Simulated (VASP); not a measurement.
Wanted: the native input for a VASP 6.6.1 run.

| Item | Value |
| --- | --- |
| Task | relaxation of cell and atoms |
| Functional | PBE |
| Potentials or basis | VASP PAW PBE potentials, release 64 (B, P) |
| Cutoff | 600 eV |
| k mesh | 16 × 16 × 14 |
| Occupations | gaussian, width 0.1 eV |
| Spin | no spin polarisation |
| Dipole correction | no |
| Further INCAR settings | ALGO = Normal; EDIFF = 1e-06; IBRION = 2; EDIFFG = -0.01; NSW = 100; ISIF = 3 |

The structure of B2P lies in POSCAR:

```
B2P
1.0
    1.5024714525     -3.3452838240      0.0000000000
    1.5024714525      3.3452838240      0.0000000000
    0.0000000000      0.0000000000      3.1635340347
B P
2 1
Direct
    0.1933885751      0.8066114249      0.0000000000
    0.8066114249      0.1933885751      0.0000000000
    0.0000000000      0.0000000000      0.5000000000
```

The cell was built from a structure type or drawn by symmetry, and may not be a known phase.

One way to write it, as run:

INCAR

```
PREC = Accurate
ENCUT = 600
EDIFF = 1E-6
ISMEAR = 0
SIGMA = 0.1
LREAL = F
LASPH = T
NELM = 80
ALGO = Normal
ISIF = 3
LWAVE = F
LCHARG = F
GGA = PE
IBRION = 2
NSW = 100
EDIFFG = -0.01
```

KPOINTS

```
Automatic mesh
0
Gamma
  16 16 14
```

Potentials or basis: VASP PAW PBE potentials, release 64 (B, P).

Launch:

```console
$ cat potpaw_PBE.64/B/POTCAR potpaw_PBE.64/P/POTCAR > POTCAR
$ mpirun -np 1 vasp_std > vasp.out
```

It gave:

```
Relaxed volume                        : 10.58 Å³/atom
Relaxed cell                          : a = 3.646 Å, b = 3.646 Å, c = 3.162 Å, α = 90.00°, β = 90.00°, γ = 131.00°
Space group after relaxing (to 0.1 Å) : Cmmm (No. 65)
Energy gained by relaxing             : 0.9 meV/atom
Ionic steps                           : 4
Pressure after relaxing               : 0.0 GPa
Band gap on the k mesh                : zero (an odd number of electrons rules out a gap without spin polarisation)
```

Wall time 2.9 min on 1 thread of Intel(R) Xeon(R) 6975P-C (Granite Rapids), on a shared host, peak memory 0.33 GiB.
